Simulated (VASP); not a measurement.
Here is a VASP 6.6.1 calculation.

File INCAR:

```
PREC     = Accurate       # precision mode
ENCUT    = 520            # plane-wave cutoff, eV
EDIFF    = 1E-7           # SCF threshold, eV
ISMEAR   = -1             # smearing method
SIGMA    = 0.1            # smearing width, eV
LREAL    = False          # projectors in reciprocal space
LASPH    = True           # aspherical terms in the spheres
NELM     = 80             # most SCF steps
ALGO     = Normal         # electronic algorithm
ISIF     = 2              # what is computed and relaxed
LWAVE    = False          # write WAVECAR
LCHARG   = True           # write CHGCAR
GGA      = RE             # functional
LELF     = True           # ELF
LVHAR    = True         
NBANDS   = 30             # bands
```

KPOINTS

```
regular mesh
0
Gamma
  16 16 5
```

Contents of POSCAR:

```
Cu
1.0
    2.6238184473      0.0000000000      0.0000000000
   -1.3119092237      2.2722934303      0.0000000000
    0.0000000000      0.0000000000      8.5672569852
Cu
4
Direct
    0.0000000000      0.0000000000      0.0000000000
    0.0000000000      0.0000000000      0.5000000000
    0.3333333333      0.6666666667      0.2500000000
    0.6666666667      0.3333333333      0.7500000000
```

Potentials or basis: VASP PAW PBE potentials, release 64 (Cu).

Launch:

```sh
$ cat potpaw_PBE.64/Cu/POTCAR > POTCAR
$ mpirun -np 1 vasp_std > vasp.out
```

Task: Predict the band gap on the k mesh.

Result: Zero (bands 22 and 23 overlap by 5.00 eV).

Task: Predict the pressure.

Result: -4.0 GPa.

Caveat: the cell stands under tension; the PAW data sets were made with another functional, which shifts forces and pressure a little.
